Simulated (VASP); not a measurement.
A run of VASP 6.6.1 is set up as follows.

The input INCAR:

```
SYSTEM = Sb2Se3
  PREC = Accurate
  ENCUT = 520
  EDIFF = 1E-6
  ISMEAR = 0
  SIGMA = 0.02
  LREAL = .FALSE.
  LASPH = .TRUE.
  NELM = 60
  ALGO = Normal
  ISIF = 2
  LWAVE = .FALSE.
  LCHARG = .FALSE.
  GGA = PE
  IVDW = 12
  NBANDS = 22
```

The input KPOINTS:

```
Automatic mesh
0
G
  10 10 10
  0 0 0
```

File POSCAR:

```
Sb2Se3
1.0
    1.9880192067     -1.1477834241      9.1264430698
    0.0000000000      2.2955668482      9.1264430698
   -1.9880192067     -1.1477834241      9.1264430698
Sb Se
2 3
Direct
    0.4007711278      0.4007711278      0.4007711278
    0.5992288722      0.5992288722      0.5992288722
    0.0000000000      0.0000000000      0.0000000000
    0.2086661438      0.2086661438      0.2086661438
    0.7913338562      0.7913338562      0.7913338562
```

Potentials or basis: VASP PAW PBE potentials, release 64 (Sb, Se).

Run with:

```sh
$ cat potpaw_PBE.64/Sb/POTCAR potpaw_PBE.64/Se/POTCAR > POTCAR
$ mpirun -np 1 vasp_std > vasp.out
```

Q: Predict the pressure.

A: 2.5 GPa.

Q: What does it give for the dispersion energy per atom?

A: -0.432 eV.

Forces on the atoms (eV/Å):
```
Sb   0.000  0.000 -0.030
Sb   0.000  0.000  0.030
Se   0.000  0.000  0.000
Se   0.000  0.000 -0.019
Se   0.000  0.000  0.019
```
